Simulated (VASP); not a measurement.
# Si2Mo (I4/mmm) in VASP: a series of runs

Runs on Si2Mo. Level: PBEsol. Tasks: single point.

Program: VASP 6.6.1. These are calculated values, not measurements. Logs are shortened: lines on timing, memory, paths and dates and some standing lists are left out, and cuts for length are marked.

### 1 The cell of the first run

It takes space group I4/mmm (No. 139, tetragonal). The conventional cell has a = 3.350 Å, b = 3.350 Å, c = 7.821 Å, α = 90.00°, β = 90.00°, γ = 90.00°. Si (site symmetry 4mm) has 9 Si at 2.58 to 3.35 Å and 5 Mo at 2.62 to 2.70 Å within 3.4 Å. Mo (site symmetry 4/mmm) has 10 Si at 2.62 to 2.70 Å and 4 Mo at 3.35 Å within 3.5 Å.

### 2 Single point, PBEsol (strain +0.050 along x and y, +0.000 along z)

INCAR reads:

```
  ALGO = Normal
  EDIFF = 1E-6
  ENCUT = 520
  GGA = PS
  ISIF = 2
  ISMEAR = 0
  LASPH = T
  LCHARG = F
  LREAL = F
  LWAVE = F
  NBANDS = 18
  NELM = 100
  PREC = Accurate
  SIGMA = 0.15
```

KPOINTS reads:

```
k-points
0
Gamma
  20 20 20
```

POSCAR reads:

```
Si2Mo
1.0
   -1.6747868345      1.6747868345      3.9106920000
    1.6747868345     -1.6747868345      3.9106920000
    1.6747868345      1.6747868345     -3.9106920000
Si Mo
2 1
Direct
    0.3350596655      0.3350596655      0.0000000000
    0.6649403345      0.6649403345      0.0000000000
    0.0000000000      0.0000000000      0.0000000000
```

Potentials or basis: VASP PAW PBE potentials, release 64 (Si, Mo_sv).

Run with:

```sh
$ cat potpaw_PBE.64/Si/POTCAR potpaw_PBE.64/Mo_sv/POTCAR > POTCAR
$ mpirun -np 1 vasp_std > vasp.out
```

OUTCAR:

```text
EDIFF = 1E-6
   ENCUT = 520
   GGA = PS
   ISIF = 2
   ISMEAR = 0
   LASPH = T
   LREAL = F
   NELM = 100
   PREC = Accurate

 ion  position               nearest neighbor table
   1  0.335  0.335  0.000-   2 2.58   3 2.62   3 2.70   3 2.70   3 2.70   3 2.70   2 2.72   2 2.72
                             2 2.72   2 2.72
   2  0.665  0.665  0.000-   1 2.58   3 2.62   3 2.70   3 2.70   3 2.70   3 2.70   1 2.72   1 2.72
                             1 2.72   1 2.72
   3  0.000  0.000  0.000-   1 2.62   2 2.62   1 2.70   2 2.70   2 2.70   1 2.70   2 2.70   1 2.70
                             1 2.70   2 2.70

  LATTYP: Found a body centered tetragonal cell.
 ALAT       =     3.3495736690
 C/A-ratio  =     2.3350386565

  Lattice vectors:

 A1 = (  -1.6747868345,   1.6747868345,   3.9106920000)
 A2 = (   1.6747868345,  -1.6747868345,   3.9106920000)
 A3 = (   1.6747868345,   1.6747868345,  -3.9106920000)

Analysis of symmetry for initial positions (statically):
=====================================================================
 Subroutine PRICEL returns:
 Original cell was already a primitive cell.

 Routine SETGRP: Setting up the symmetry group for a
 body centered tetragonal supercell.

 Subroutine GETGRP returns: Found 16 space group operations
 (whereof 16 operations were pure point group operations)
 out of a pool of 16 trial point group operations.

The static configuration has the point symmetry D_4h.

Analysis of symmetry for dynamics (positions and initial velocities):
=====================================================================
 Subroutine PRICEL returns:
 Original cell was already a primitive cell.

 Routine SETGRP: Setting up the symmetry group for a
 body centered tetragonal supercell.

 Subroutine GETGRP returns: Found 16 space group operations
 (whereof 16 operations were pure point group operations)
 out of a pool of 16 trial point group operations.

The dynamic configuration has the point symmetry D_4h.

 Subroutine INISYM returns: Found 16 space group operations
 (whereof 16 operations are pure point group operations),
 and found     1 'primitive' translations

----------------------------------------------------------------------------------------

                                     Primitive cell

  volume of cell :      43.8766

  direct lattice vectors                    reciprocal lattice vectors
    -1.674786835  1.674786835  3.910692000     0.000000000  0.298545456  0.127854610
     1.674786835 -1.674786835  3.910692000     0.298545456  0.000000000  0.127854610
     1.674786835  1.674786835 -3.910692000     0.298545456  0.298545456  0.000000000

  length of vectors
     4.572016382  4.572016382  4.572016382     0.324770982  0.324770982  0.422207034

  position of ions in fractional coordinates (direct lattice)
     0.335059665  0.335059665  0.000000000
     0.664940335  0.664940335  0.000000000
     0.000000000  0.000000000  0.000000000

  ion indices of the primitive-cell ions
   primitive index   ion index
                 1           1
                 2           2
                 3           3

----------------------------------------------------------------------------------------

 KPOINTS: k-points

Automatic generation of k-mesh.
 Grid dimensions read from file:
 generate k-points for:   20   20   20

 Generating k-lattice:

  Cartesian coordinates                     Fractional coordinates (reciprocal lattice)
     0.000000000  0.014927273  0.006392730     0.050000000  0.000000000  0.000000000
     0.014927273  0.000000000  0.006392730     0.000000000  0.050000000  0.000000000
     0.014927273  0.014927273  0.000000000     0.000000000  0.000000000  0.050000000

  Length of vectors
     0.016238549  0.016238549  0.021110352

  Shift w.r.t. Gamma in fractional coordinates (k-lattice)
     0.000000000  0.000000000  0.000000000

 Subroutine IBZKPT returns following result:
 ===========================================

 Found    641 irreducible k-points:

 Following reciprocal coordinates:
            Coordinates               Weight
  0.000000  0.000000  0.000000      1.000000
  0.050000 -0.000000  0.000000      8.000000
  0.100000  0.000000  0.000000      8.000000
  0.150000 -0.000000  0.000000      8.000000
  0.200000  0.000000  0.000000      8.000000
  0.250000 -0.000000  0.000000      8.000000
[... 16 lines left out ...]
 -0.400000  0.050000  0.000000     16.000000
 -0.350000  0.050000 -0.000000     16.000000
 [... further k-points ...]
   k-points           NKPTS =    641   k-points in BZ     NKDIM =    641   number of bands    NBANDS=     18
   number of dos      NEDOS =    301   number of ions     NIONS =      3
   total plane-waves  NPLWV =  46656
   dimension x,y,z NGX =    36 NGY =   36 NGZ =   36
   dimension x,y,z NGXF=    72 NGYF=   72 NGZF=   72
   ions per type =               2   1
   NGX,Y,Z   is equivalent  to a cutoff of  13.09, 13.09, 13.09 a.u.
   NGXF,Y,Z  is equivalent  to a cutoff of  26.18, 26.18, 26.18 a.u.
 SYSTEM =  unknown system
   PREC   = accura    normal or accurate (medium, high low for compatibility)
   ISTART =      0    job   : 0-new  1-cont  2-samecut
   ICHARG =      2    charge: 1-file 2-atom 10-const
   ISPIN  =      1    spin polarized calculation?
   LNONCOLLINEAR =      F non collinear calculations
   LSORBIT =      F    spin-orbit coupling
   LASPH  =      T    aspherical Exc in radial PAW
   ENCUT  =  520.0 eV  38.22 Ry    6.18 a.u.   8.50  8.50  8.50*2*pi/ulx,y,z
   NELM   =    100;   NELMIN=  2; NELMDL= -5     # of ELM steps
   EDIFF  = 0.1E-05   stopping-criterion for ELM
   LREAL  =      F    real-space projection
   EDIFFG = 0.1E-04   stopping-criterion for IOM
   NSW    =      0    number of steps for IOM
   IBRION =     -1    ionic relax: 0-MD 1-quasi-New 2-CG
   NFREE  =      0    steps in history (QN), initial steepest desc. (CG)
   ISIF   =      2    stress and relaxation
   ISYM   =      2    0-nonsym 1-usesym 2-fastsym
   POTIM  = 0.5000    time-step for ionic-motion
   TEBEG  =    0.0;   TEEND  =   0.0 temperature during run
   PSTRESS=    0.0 pullay stress
   NELECT =      22.0000    total number of electrons
   NUPDOWN=      -1.0000    fix difference up-down
   EMIN   =  10.00;   EMAX   =-10.00  energy-range for DOS
   EFERMI =   0.00;   METHOD = LEGACY
   ISMEAR =     0;   SIGMA  =   0.15  broadening in eV -4-tet -1-fermi 0-gaus
   EFERMI_NEDOS =   21; number of points for ismear=-14 and -15
   IALGO  =     38    algorithm
   IMIX   =      4    mixing-type and parameters
     AMIX     =   0.40;   BMIX     =  1.00
     AMIX_MAG =   1.60;   BMIX_MAG =  1.00
  volume/ion in A,a.u.               =      14.63        98.70
  Fermi-wavevector in a.u.,A,eV,Ry     =   1.300583  2.457746 23.014484  1.691517
  Thomas-Fermi vector in A             =   2.431773
   LORBIT       =      0    0 simple, 1 ext, 2 COOP (PROOUT), +10 PAW based schemes
   GGA     = PS    functional components
   LHFCALC =     F    Hartree Fock is set to
   AEXX    =    0.0000 exact exchange contribution
   IVDW    =     0    specifies the selected vdW correction
   LEPSILON=     F    determine dielectric tensor
   LRPA    =     F    only Hartree local field effects (RPA)
 non-spin polarized calculation
 Gauss-broadening in eV      SIGMA  =   0.15
  energy-cutoff  :      520.00
  volume of cell :       43.88
 maximum number of plane-waves:      1198
 NGX is ok and might be reduce to    36
   NGX = 17   NGY = 17   NGZ = 17

 number of electron      22.0000000 magnetization

 Free energy of the ion-electron system (eV)
  ---------------------------------------------------
  ext. energy  EPLUGINS =         0.00000000
  ---------------------------------------------------
  free energy    TOTEN  =       -24.79696429 eV

  energy without entropy =      -24.79420974  energy(sigma->0) =      -24.79558702

 E-fermi :  10.7860     XC(G=0): -12.0992

 val. band max:       10.7830939843   @ k =  -0.1500  -0.1500   0.1000
 cond. band min:      10.7907450136   @ k =  -0.3500  -0.3500   0.3000
 fundamental gap:      0.0076510293
 Fermi energy:        10.7859974334

 k-point     1 :       0.0000    0.0000    0.0000
  band No.  band energies     occupation
      1     -49.8420      2.00000
      2     -23.9610      2.00000
      3     -23.9610      2.00000
      4     -23.9387      2.00000
      5      -1.8299      2.00000
      6       5.1102      2.00000
[... 10 lines left out ...]
     17      15.7074      0.00000
     18      15.7074      0.00000

 k-point     2 :       0.0500   -0.0000    0.0000
  band No.  band energies     occupation
      1     -49.8418      2.00000
      2     -23.9649      2.00000
      3     -23.9606      2.00000
      4     -23.9385      2.00000
      5      -1.7884      2.00000
      6       5.1046      2.00000
[... 10 lines left out ...]
     17      15.7198      0.00000
     18      15.9660      0.00000

 k-point     3 :       0.1000    0.0000    0.0000
  band No.  band energies     occupation
      1     -49.8411      2.00000
      2     -23.9761      2.00000
      3     -23.9596      2.00000
      4     -23.9378      2.00000
      5      -1.6648      2.00000
      6       5.0801      2.00000
[... 10 lines left out ...]
     17      15.7850      0.00000
     18      16.5710      0.00000

 k-point     4 :       0.1500   -0.0000    0.0000
  band No.  band energies     occupation
      1     -49.8400      2.00000
      2     -23.9936      2.00000
      3     -23.9580      2.00000
      4     -23.9368      2.00000
      5      -1.4609      2.00000
      6       5.0089      2.00000
[... 10 lines left out ...]
     17      15.9999      0.00000
     18      17.3611      0.00000

 k-point     5 :       0.2000    0.0000    0.0000
  band No.  band energies     occupation
      1     -49.8386      2.00000
      2     -24.0156      2.00000
      3     -23.9560      2.00000
      4     -23.9356      2.00000
      5      -1.1802      2.00000
      6       4.8401      2.00000
[... 10 lines left out ...]
     17      16.4295      0.00000
     18      18.2735      0.00000

 k-point     6 :       0.2500   -0.0000    0.0000
  band No.  band energies     occupation
      1     -49.8371      2.00000
      2     -24.0398      2.00000
      3     -23.9538      2.00000
      4     -23.9342      2.00000
      5      -0.8272      2.00000
      6       4.5292      2.00000
[... 10 lines left out ...]
     17      16.9150      0.00000
     18      19.2152      0.00000

 k-point     7 :       0.3000   -0.0000    0.0000
  band No.  band energies     occupation
      1     -49.8355      2.00000
      2     -24.0640      2.00000
      3     -23.9516      2.00000
      4     -23.9328      2.00000
      5      -0.4079      2.00000
      6       4.0884      2.00000
[... 10 lines left out ...]
     17      17.1765      0.00000
     18      19.3306      0.00000

 k-point     8 :       0.3500   -0.0000    0.0000
  band No.  band energies     occupation
      1     -49.8342      2.00000
      2     -24.0856      2.00000
      3     -23.9496      2.00000
      4     -23.9315      2.00000
      5       0.0702      2.00000
      6       3.5627      2.00000
[... 10 lines left out ...]
     17      17.1088      0.00000
     18      19.1870      0.00000
[... 229 lines left out ...]
     17      17.1991      0.00000
     18      18.6254      0.00000

 k-point    20 :       0.4500    0.0500    0.0000
  band No.  band energies     occupation
      1     -49.8321      2.00000
      2     -24.1132      2.00000
      3     -23.9507      2.00000
      4     -23.9297      2.00000
      5       1.2683      2.00000
      6       2.3291      2.00000
[... 10 lines left out ...]
     17      17.1448      0.00000
     18      18.1263      0.00000

 k-point    21 :       0.5000    0.0500    0.0000
  band No.  band energies     occupation
      1     -49.8319      2.00000
      2     -24.1170      2.00000
      3     -23.9503      2.00000
      4     -23.9293      2.00000
      5       1.6317      2.00000
      6       1.9587      2.00000
[... 10 lines left out ...]
     17      17.2039      0.00000
     18      17.9883      0.00000

 k-point    22 :      -0.4500    0.0500    0.0000
  band No.  band energies     occupation
      1     -49.8321      2.00000
      2     -24.1132      2.00000
      3     -23.9506      2.00000
      4     -23.9293      2.00000
      5       1.1027      2.00000
      6       2.5044      2.00000
[... 10 lines left out ...]
     17      17.2852      0.00000
     18      18.3288      0.00000

 k-point    23 :      -0.4000    0.0500    0.0000
  band No.  band energies     occupation
      1     -49.8328      2.00000
      2     -24.1022      2.00000
      3     -23.9516      2.00000
      4     -23.9297      2.00000
      5       0.5456      2.00000
      6       3.1052      2.00000
[... 10 lines left out ...]
     17      17.3864      0.00000
     18      18.9074      0.00000

 k-point    24 :      -0.3500    0.0500   -0.0000
  band No.  band energies     occupation
      1     -49.8339      2.00000
      2     -24.0851      2.00000
      3     -23.9532      2.00000
      4     -23.9306      2.00000
      5       0.0260      2.00000
      6       3.6949      2.00000
[... 10 lines left out ...]
     17      17.4258      0.00000
     18      18.9488      0.00000

 [... further k-points ...]
[... 5 lines left out ...]
  --------------------------------------------------------------------------------------
  -------------------------------------------------------------------------------------
  Total       -5.6544777     -5.6544777     -1.9112377      0.0000000      0.0000000     -0.0000000
  in kB     -206.4763908   -206.4763908    -69.7899044      0.0000000      0.0000000     -0.0000000
  external PRESSURE =    -160.9142287 kB  Pullay stress =       0.0000000 kB

 VOLUME and BASIS-vectors are now :
 -----------------------------------------------------------------------------
  energy-cutoff  :      520.00
  volume of cell :       43.88
      direct lattice vectors                 reciprocal lattice vectors
    -1.674786835  1.674786835  3.910692000     0.000000000  0.298545456  0.127854610
     1.674786835 -1.674786835  3.910692000     0.298545456  0.000000000  0.127854610
     1.674786835  1.674786835 -3.910692000     0.298545456  0.298545456  0.000000000

 POSITION                                       TOTAL-FORCE (eV/Angst)
 -----------------------------------------------------------------------------------
      0.00000      0.00000      2.62063        -0.000000     -0.000000      0.122912
      0.00000      0.00000      5.20075         0.000000      0.000000     -0.122912
      0.00000      0.00000      0.00000         0.000000      0.000000     -0.000000
 -----------------------------------------------------------------------------------
    total drift:                               -0.000000      0.000000      0.000000

  FREE ENERGIE OF THE ION-ELECTRON SYSTEM (eV)
  ---------------------------------------------------
  free  energy   TOTEN  =       -24.7969642928 eV

  energy  without entropy=      -24.7942097398  energy(sigma->0) =      -24.79558702
```

It took 3.9 min on 1 thread of Intel Xeon 6975P-C (Granite Rapids), shared host; peak memory 0.57 GiB.

Results:

- Free energy: -24.7970 eV
- Pressure: -16.1 GPa
- Largest force: 0.123 eV/Å
- Band gap on the k mesh: zero (bands 11 and 12 overlap by 0.72 eV)

Forces in eV/Å, atoms in the order of the input:
```
Si   0.000  0.000  0.123
Si   0.000  0.000 -0.123
Mo   0.000  0.000  0.000
```

Caveat: the cell differs from its parent crystal (strain +0.050 along x and y, +0.000 along z); the cell stands under tension; the PAW data sets were made with another functional, which shifts forces and pressure a little.

### 3 Single point, PBEsol (strain -0.050 along x and y, -0.050 along z)

INCAR reads:

```
SYSTEM = Si2Mo
ALGO = Normal
EDIFF = 1E-7
ENCUT = 520
GGA = PS
ISIF = 2
ISMEAR = 0
LASPH = .TRUE.
LCHARG = .FALSE.
LREAL = .FALSE.
LWAVE = .FALSE.
NBANDS = 18
NELM = 60
PREC = Accurate
SIGMA = 0.15
```

KPOINTS reads:

```
k-points
0
G
  20 20 20
  0 0 0
```

POSCAR reads:

```
Si2Mo
1.0
   -1.5152833265      1.5152833265      3.7151574000
    1.5152833265     -1.5152833265      3.7151574000
    1.5152833265      1.5152833265     -3.7151574000
Si Mo
2 1
Direct
    0.3350596655      0.3350596655      0.0000000000
    0.6649403345      0.6649403345      0.0000000000
    0.0000000000      0.0000000000      0.0000000000
```

Potentials or basis: VASP PAW PBE potentials, release 64 (Si, Mo_sv).

Run with:

```sh
$ cat potpaw_PBE.64/Si/POTCAR potpaw_PBE.64/Mo_sv/POTCAR > POTCAR
$ mpirun -np 1 vasp_std > vasp.out
```

Wall time 4.1 min (1 thread of AMD EPYC 9R45 (Zen 5), shared host); peak memory 0.44 GiB.

The run converged. Its results:

| Quantity | Value |
| --- | --- |
| Free energy | -24.3233 eV |
| Pressure | 48.4 GPa |
| Largest force | 0.429 eV/Å |
| Band gap on the k mesh | zero (bands 11 and 12 overlap by 0.99 eV) |

Forces on the atoms (eV/Å):
```
Si   0.000  0.000 -0.429
Si   0.000  0.000  0.429
Mo   0.000  0.000  0.000
```

Stress tensor (GPa, compression positive):
```
46.23  0.00  0.00
 0.00 46.23  0.00
 0.00  0.00 52.70
```

Levels at points of the mesh, in eV from the Fermi level:
```tsv
k point	band 8	band 9	band 10	band 11	band 12	band 13	band 14	band 15
(0.00, 0.00, 0.00)	-3.09	-3.07	-3.07	0.47	2.55	4.09	4.09	4.34
(0.50, 0.00, 0.00)	-4.90	-3.18	-3.08	-0.72	2.91	3.48	4.57	5.49
(0.50, 0.50, 0.00)	-5.04	-5.04	-3.76	-1.09	2.98	3.58	3.92	3.92
(0.50, 0.50, 0.50)	-2.69	-0.70	-0.70	-0.37	-0.37	0.66	5.50	6.17
```

Caveat: the cell differs from its parent crystal (strain -0.050 along x and y, -0.050 along z); the cell stands under pressure; the PAW data sets were made with another functional, which shifts forces and pressure a little.
